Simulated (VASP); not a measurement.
The system is SnSe.

```
Sn Se
1.0
     5.10493    0.00000    0.00000
    -2.55246    4.42100    0.00000
     0.00000    0.00000    6.21096
Sn Se
2 2
Cartesian
  0.0000 2.9473 -0.2610
  2.5525 1.4737 2.8445
  0.0000 2.9473 2.5901
  2.5525 1.4737 5.6956
```

```yaml
Program: VASP 6.6.1
Task: relaxation of cell and atoms
Functional: PBEsol
Potentials_or_basis: VASP PAW PBE potentials, release 64 (Sn_d, Se)
Cutoff: 600 eV
k_mesh: 6 × 6 × 4
Occupations: fermi-dirac, width 0.02 eV
Spin: no spin polarisation
```

At the start: pressure -1.9 GPa; volume 35.04 Å³/atom.

Q: Where does the relaxation end?

A: Over 22 steps the energy falls by 13.0 meV/atom and the volume is 32.93 Å³/atom (-6.0 %); space group P6_3mc (No. 186, to 0.05 Å).

Step by step:
```csv
step,energy change (eV),largest force (eV/Å),pressure (GPa),volume (Å³)
1,0.0000,0.0287,-1.89,140.17
2,-0.0418,0.1166,0.38,131.96
3,-0.0433,0.0918,-0.01,133.19
4,-0.0433,0.0895,-0.07,133.33
5,-0.0447,0.0739,-0.05,133.14
6,-0.0466,0.0329,-0.01,132.57
7,-0.0476,0.0313,0.01,132.45
8,-0.0499,0.0280,0.04,132.09
9,-0.0508,0.0238,0.15,131.37
10,-0.0511,0.0254,0.12,131.59
11,-0.0515,0.0140,0.01,131.86
12,-0.0516,0.0077,-0.07,132.04
13,-0.0518,0.0041,-0.03,131.87
14,-0.0518,0.0037,-0.01,131.82
15,-0.0518,0.0019,0.00,131.72
16,-0.0518,0.0043,-0.02,131.79
17,-0.0518,0.0039,0.02,131.67
18,-0.0518,0.0045,0.02,131.66
19,-0.0518,0.0045,0.03,131.62
20,-0.0518,0.0045,0.02,131.66
21,-0.0518,0.0043,0.00,131.68
22,-0.0518,0.0027,-0.01,131.71
```

Final structure:
```cif
data_structure
_symmetry_space_group_name_H-M 'P 1'
_symmetry_Int_Tables_number 1
_cell_length_a 5.0183
_cell_length_b 5.0183
_cell_length_c 6.0391
_cell_angle_alpha 90.000
_cell_angle_beta 90.000
_cell_angle_gamma 120.000
_cell_volume 131.71
loop_
_atom_site_label
_atom_site_type_symbol
_atom_site_fract_x
_atom_site_fract_y
_atom_site_fract_z
_atom_site_occupancy
Sn1 Sn 0.33333 0.66667 0.94907 1
Sn2 Sn 0.66667 0.33333 0.44907 1
Se1 Se 0.33333 0.66667 0.42593 1
Se2 Se 0.66667 0.33333 0.92593 1
```

Caveat: the PAW data sets were made with another functional, which shifts forces and pressure a little.
